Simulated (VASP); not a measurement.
# Nb2P3 (P2_1/m) in VASP: single point with PBE

Aim: the single point of Nb2P3 with PBE.

All numbers are computed with VASP 6.6.1; they aren't measurements. Logs are shortened: lines on timing, memory, paths and dates and some standing lists are left out, and cuts for length are marked.

### Step 1. The cell of the first run

The structure is monoclinic, space group P2_1/m (No. 11). The conventional cell has a = 5.980 Å, b = 3.158 Å, c = 8.474 Å, α = 90.00°, β = 103.39°, γ = 90.00°. Nb (site symmetry m) has 6 P at 2.30 to 2.50 Å and 5 Nb at 2.88 to 3.16 Å within 3.2 Å. Nb (site symmetry m) has 6 P at 2.36 to 2.66 Å and 5 Nb at 2.73 to 3.16 Å within 3.2 Å. P (site symmetry m) has 5 Nb at 2.49 to 2.66 Å and 12 P at 3.16 to 3.66 Å within 3.7 Å. P (site symmetry m) has 3 Nb at 2.30 to 2.37 Å and 7 P at 2.94 to 3.16 Å within 3.2 Å. P (site symmetry m) has 4 Nb at 2.36 to 2.50 Å and 5 P at 2.94 to 3.16 Å within 3.2 Å.

### Step 2. Single point, PBE

INCAR reads:

```
SYSTEM = Nb2P3
PREC = Accurate
ENCUT = 500
EDIFF = 1E-6
ISMEAR = -1
SIGMA = 0.1
LREAL = .FALSE.
LASPH = .TRUE.
NELM = 120
ALGO = Normal
ISIF = 2
LWAVE = .FALSE.
LCHARG = .FALSE.
GGA = PE
NBANDS = 52
GGA_COMPAT = .FALSE.
```

KPOINTS reads:

```
regular mesh
0
G
  5 8 4
  0 0 0
```

POSCAR reads:

```
Nb2P3
1.0
    5.9801440000      0.0000000000      0.0000000000
    0.0000000000      3.1578980000      0.0000000000
   -1.9624120000      0.0000000000      8.2437330000
Nb P
4 6
Direct
    0.1138000000      0.2500000000      0.6369000000
    0.8862000000      0.7500000000      0.3631000000
    0.3147000000      0.2500000000      0.0036000000
    0.6853000000      0.7500000000      0.9964000000
    0.9733000000      0.2500000000      0.1564000000
    0.0267000000      0.7500000000      0.8436000000
    0.7279000000      0.2500000000      0.5144000000
    0.2721000000      0.7500000000      0.4856000000
    0.5211000000      0.2500000000      0.7967000000
    0.4789000000      0.7500000000      0.2033000000
```

Potentials or basis: VASP PAW PBE potentials, release 64 (Nb_sv, P).

Run with:

```sh
cat potpaw_PBE.64/Nb_sv/POTCAR potpaw_PBE.64/P/POTCAR > POTCAR
mpirun -np 1 vasp_std > vasp.out
```

OUTCAR:

```text
SYSTEM = Nb2P3
   PREC = Accurate
   ENCUT = 500
   EDIFF = 1E-6
   ISMEAR = -1
   LREAL = .FALSE.
   LASPH = .TRUE.
   NELM = 120
   ISIF = 2
   GGA = PE

 ion  position               nearest neighbor table
   1  0.114  0.250  0.637-   7 2.30   8 2.37   8 2.37   9 2.50   6 2.50   6 2.50   2 2.88   2 2.88

   2  0.886  0.750  0.363-   8 2.30   7 2.37   7 2.37  10 2.50   5 2.50   5 2.50   1 2.88   1 2.88

   3  0.315  0.250  0.004-  10 2.36  10 2.36   9 2.37   6 2.49   6 2.49   5 2.66   4 2.73   4 2.73

   4  0.685  0.750  0.996-   9 2.36   9 2.36  10 2.37   5 2.49   5 2.49   6 2.66   3 2.73   3 2.73

   5  0.973  0.250  0.156-   4 2.49   4 2.49   2 2.50   2 2.50   3 2.66
   6  0.027  0.750  0.844-   3 2.49   3 2.49   1 2.50   1 2.50   4 2.66
   7  0.728  0.250  0.514-   1 2.30   2 2.37   2 2.37   9 2.94
   8  0.272  0.750  0.486-   2 2.30   1 2.37   1 2.37  10 2.94
   9  0.521  0.250  0.797-   4 2.36   4 2.36   3 2.37   1 2.50   7 2.94
  10  0.479  0.750  0.203-   3 2.36   3 2.36   4 2.37   2 2.50   8 2.94

  LATTYP: Found a simple monoclinic cell.
 ALAT       =     5.9801440000
 B/A-ratio  =     0.5280638727
 C/A-ratio  =     1.4170377176
 COS(beta)  =    -0.2315779147

  Lattice vectors:

 A1 = (   5.9801440000,   0.0000000000,   0.0000000000)
 A2 = (   0.0000000000,   3.1578980000,   0.0000000000)
 A3 = (  -1.9624120000,   0.0000000000,   8.2437330000)

Analysis of symmetry for initial positions (statically):
=====================================================================
 Subroutine PRICEL returns:
 Original cell was already a primitive cell.

 Routine SETGRP: Setting up the symmetry group for a
 simple monoclinic supercell.

 Subroutine GETGRP returns: Found  4 space group operations
 (whereof  2 operations were pure point group operations)
 out of a pool of  4 trial point group operations.

The static configuration has the point symmetry S_2 .
 The point group associated with its full space group is C_2h.

Analysis of symmetry for dynamics (positions and initial velocities):
=====================================================================
 Subroutine PRICEL returns:
 Original cell was already a primitive cell.

 Routine SETGRP: Setting up the symmetry group for a
 simple monoclinic supercell.

 Subroutine GETGRP returns: Found  4 space group operations
 (whereof  2 operations were pure point group operations)
 out of a pool of  4 trial point group operations.

The dynamic configuration has the point symmetry S_2 .
 The point group associated with its full space group is C_2h.

 Subroutine INISYM returns: Found  4 space group operations
 (whereof  2 operations are pure point group operations),
 and found     1 'primitive' translations

----------------------------------------------------------------------------------------

                                     Primitive cell

  volume of cell :     155.6803

  direct lattice vectors                    reciprocal lattice vectors
     5.980144000  0.000000000  0.000000000     0.167220054  0.000000000  0.039806558
     0.000000000  3.157898000  0.000000000     0.000000000  0.316666339  0.000000000
    -1.962412000  0.000000000  8.243733000     0.000000000  0.000000000  0.121304268

  length of vectors
     5.980144000  3.157898000  8.474089605     0.171892724  0.316666339  0.121304268

  position of ions in fractional coordinates (direct lattice)
     0.113800000  0.250000000  0.636900000
     0.886200000  0.750000000  0.363100000
     0.314700000  0.250000000  0.003600000
     0.685300000  0.750000000  0.996400000
     0.973300000  0.250000000  0.156400000
     0.026700000  0.750000000  0.843600000
     0.727900000  0.250000000  0.514400000
     0.272100000  0.750000000  0.485600000
     0.521100000  0.250000000  0.796700000
     0.478900000  0.750000000  0.203300000

  ion indices of the primitive-cell ions
   primitive index   ion index
                 1           1
                 2           2
                 3           3
                 4           4
                 5           5
                 6           6
                 7           7
                 8           8
                 9           9
                10          10

----------------------------------------------------------------------------------------

 KPOINTS: regular mesh

Automatic generation of k-mesh.
 Grid dimensions read from file:
 generate k-points for:    5    8    4

 Generating k-lattice:

  Cartesian coordinates                     Fractional coordinates (reciprocal lattice)
     0.033444011  0.000000000  0.007961312     0.200000000  0.000000000  0.000000000
     0.000000000  0.039583292  0.000000000     0.000000000  0.125000000  0.000000000
     0.000000000  0.000000000  0.030326067     0.000000000  0.000000000  0.250000000

  Length of vectors
     0.034378545  0.039583292  0.030326067

  Shift w.r.t. Gamma in fractional coordinates (k-lattice)
     0.000000000  0.000000000  0.000000000

 Subroutine IBZKPT returns following result:
 ===========================================

 Found     55 irreducible k-points:

 Following reciprocal coordinates:
            Coordinates               Weight
  0.000000  0.000000  0.000000      1.000000
  0.200000  0.000000  0.000000      2.000000
  0.400000  0.000000 -0.000000      2.000000
  0.000000  0.125000  0.000000      2.000000
  0.200000  0.125000  0.000000      4.000000
  0.400000  0.125000 -0.000000      4.000000
[... 16 lines left out ...]
  0.400000  0.125000  0.250000      4.000000
 -0.400000  0.125000  0.250000      4.000000
 [... further k-points ...]
   k-points           NKPTS =     55   k-points in BZ     NKDIM =     55   number of bands    NBANDS=     52
   number of dos      NEDOS =    301   number of ions     NIONS =     10
   total plane-waves  NPLWV =  73728
   dimension x,y,z NGX =    48 NGY =   24 NGZ =   64
   dimension x,y,z NGXF=    96 NGYF=   48 NGZF=  128
   ions per type =               4   6
   NGX,Y,Z   is equivalent  to a cutoff of  13.34, 12.63, 12.56 a.u.
   NGXF,Y,Z  is equivalent  to a cutoff of  26.69, 25.27, 25.11 a.u.
 SYSTEM =  Nb2P3
   PREC   = accura    normal or accurate (medium, high low for compatibility)
   ISTART =      0    job   : 0-new  1-cont  2-samecut
   ICHARG =      2    charge: 1-file 2-atom 10-const
   ISPIN  =      1    spin polarized calculation?
   LNONCOLLINEAR =      F non collinear calculations
   LSORBIT =      F    spin-orbit coupling
   LASPH  =      T    aspherical Exc in radial PAW
   ENCUT  =  500.0 eV  36.75 Ry    6.06 a.u.  10.90  5.76 15.45*2*pi/ulx,y,z
   NELM   =    120;   NELMIN=  2; NELMDL= -5     # of ELM steps
   EDIFF  = 0.1E-05   stopping-criterion for ELM
   LREAL  =      F    real-space projection
[... 7 lines left out ...]
   TEBEG  =    0.0;   TEEND  =   0.0 temperature during run
   PSTRESS=    0.0 pullay stress
   NELECT =      82.0000    total number of electrons
   NUPDOWN=      -1.0000    fix difference up-down
   EMIN   =  10.00;   EMAX   =-10.00  energy-range for DOS
   EFERMI =   0.00;   METHOD = LEGACY
   ISMEAR =    -1;   SIGMA  =   0.10  broadening in eV -4-tet -1-fermi 0-gaus
   EFERMI_NEDOS =   21; number of points for ismear=-14 and -15
   IALGO  =     38    algorithm
   IMIX   =      4    mixing-type and parameters
     AMIX     =   0.40;   BMIX     =  1.00
     AMIX_MAG =   1.60;   BMIX_MAG =  1.00
  volume/ion in A,a.u.               =      15.57       105.06
  Fermi-wavevector in a.u.,A,eV,Ry     =   1.322112  2.498429 23.782712  1.747980
  Thomas-Fermi vector in A             =   2.451817
   LORBIT       =      0    0 simple, 1 ext, 2 COOP (PROOUT), +10 PAW based schemes
   GGA     = PE    functional components
   LHFCALC =     F    Hartree Fock is set to
   AEXX    =    0.0000 exact exchange contribution
   IVDW    =     0    specifies the selected vdW correction
   LEPSILON=     F    determine dielectric tensor
   LRPA    =     F    only Hartree local field effects (RPA)
 non-spin polarized calculation
  energy-cutoff  :      500.00
  volume of cell :      155.68
 maximum number of plane-waves:      3972
 NGX is ok and might be reduce to    48
   NGX = 21   NGY = 11   NGZ = 31

 number of electron      82.0000009 magnetization

 Free energy of the ion-electron system (eV)
  ---------------------------------------------------
  ext. energy  EPLUGINS =         0.00000000
  ---------------------------------------------------
  free energy    TOTEN  =       -74.79770663 eV

  energy without entropy =      -74.61087625  energy(sigma->0) =      -74.70429144

 E-fermi :   9.9805     XC(G=0): -11.7990

 val. band max:        9.9754704016   @ k =   0.0000   0.5000   0.5000
 cond. band min:       9.9951801795   @ k =   0.0000   0.3750   0.0000
 fundamental gap:      0.0197097779
 Fermi energy:         9.9804927535

 k-point     1 :       0.0000    0.0000    0.0000
  band No.  band energies     occupation
      1     -44.3037      2.00000
      2     -44.2665      2.00000
      3     -44.1883      2.00000
      4     -44.0822      2.00000
      5     -20.9363      2.00000
      6     -20.8629      2.00000
[... 44 lines left out ...]
     51      14.3876      0.00000
     52      14.4343      0.00000

 k-point     2 :       0.2000    0.0000    0.0000
  band No.  band energies     occupation
      1     -44.3021      2.00000
      2     -44.2687      2.00000
      3     -44.1870      2.00000
      4     -44.0830      2.00000
      5     -20.9247      2.00000
      6     -20.8768      2.00000
[... 44 lines left out ...]
     51      14.2912      0.00000
     52      14.5733      0.00000

 k-point     3 :       0.4000    0.0000   -0.0000
  band No.  band energies     occupation
      1     -44.2990      2.00000
      2     -44.2727      2.00000
      3     -44.1848      2.00000
      4     -44.0843      2.00000
      5     -20.9065      2.00000
      6     -20.8937      2.00000
[... 44 lines left out ...]
     51      14.3421      0.00000
     52      14.6102      0.00000
[... 1046 lines left out ...]
 k-point    23 :       0.4000    0.1250    0.2500
  band No.  band energies     occupation
      1     -44.2898      2.00000
      2     -44.2597      2.00000
      3     -44.1837      2.00000
      4     -44.0856      2.00000
      5     -20.8906      2.00000
      6     -20.8782      2.00000
[... 44 lines left out ...]
     51      14.2482      0.00000
     52      14.4421      0.00000

 k-point    24 :      -0.4000    0.1250    0.2500
  band No.  band energies     occupation
      1     -44.2925      2.00000
      2     -44.2550      2.00000
      3     -44.1862      2.00000
      4     -44.0851      2.00000
      5     -20.8933      2.00000
      6     -20.8559      2.00000
[... 44 lines left out ...]
     51      14.1190      0.00000
     52      14.5030      0.00000

 [... further k-points ...]
[... 5 lines left out ...]
  --------------------------------------------------------------------------------------
  -------------------------------------------------------------------------------------
  Total       33.1751092     26.2872918     29.2950984      0.0000000      0.0000000      5.6939312
  in kB      341.4202584    270.5345709    301.4892885      0.0000000      0.0000000     58.5988564
  external PRESSURE =     304.4813726 kB  Pullay stress =       0.0000000 kB

 VOLUME and BASIS-vectors are now :
 -----------------------------------------------------------------------------
  energy-cutoff  :      500.00
  volume of cell :      155.68
      direct lattice vectors                 reciprocal lattice vectors
     5.980144000  0.000000000  0.000000000     0.167220054  0.000000000  0.039806558
     0.000000000  3.157898000  0.000000000     0.000000000  0.316666339  0.000000000
    -1.962412000  0.000000000  8.243733000     0.000000000  0.000000000  0.121304268

 POSITION                                       TOTAL-FORCE (eV/Angst)
 -----------------------------------------------------------------------------------
     -0.56932      0.78947      5.25043         0.944729      0.000000      2.777628
      4.58705      2.36842      2.99330        -0.944729      0.000000     -2.777628
      1.87489      0.78947      0.02968        -4.409591      0.000000     -0.002492
      2.14285      2.36842      8.21406         4.409591      0.000000      0.002492
      5.51355      0.78947      1.28932         1.035040      0.000000      0.355021
     -1.49582      2.36842      6.95441        -1.035040     -0.000000     -0.355021
      3.34348      0.78947      4.24058        -2.676981      0.000000      0.572256
      0.67425      2.36842      4.00316         2.676981      0.000000     -0.572256
      1.55280      0.78947      6.56778         0.746297      0.000000     -2.495922
      2.46493      2.36842      1.67595        -0.746297     -0.000000      2.495922
 -----------------------------------------------------------------------------------
    total drift:                               -0.000000      0.000000      0.000000

  FREE ENERGIE OF THE ION-ELECTRON SYSTEM (eV)
  ---------------------------------------------------
  free  energy   TOTEN  =       -74.7977066283 eV

  energy  without entropy=      -74.6108762499  energy(sigma->0) =      -74.70429144
```

It took 12 min on 1 thread of AMD EPYC 7R13, shared host; peak memory 0.44 GiB.

What came out:

- Free energy: -74.7977 eV
- Pressure: 30.4 GPa
- Largest force: 4.410 eV/Å
- Band gap on the k mesh: zero (bands 41 and 42 overlap by 1.21 eV)

Forces in eV/Å, atoms in the order of the input:
```
Nb   0.945  0.000  2.778
Nb  -0.945  0.000 -2.778
Nb  -4.410  0.000 -0.002
Nb   4.410  0.000  0.002
P    1.035  0.000  0.355
P   -1.035  0.000 -0.355
P   -2.677  0.000  0.572
P    2.677  0.000 -0.572
P    0.746  0.000 -2.496
P   -0.746  0.000  2.496
```

Caveat: the stress differs along the axes, from 27 to 34 GPa; forces of over 1 eV/Å act on the atoms, so gaps and moduli don't describe the material at rest.
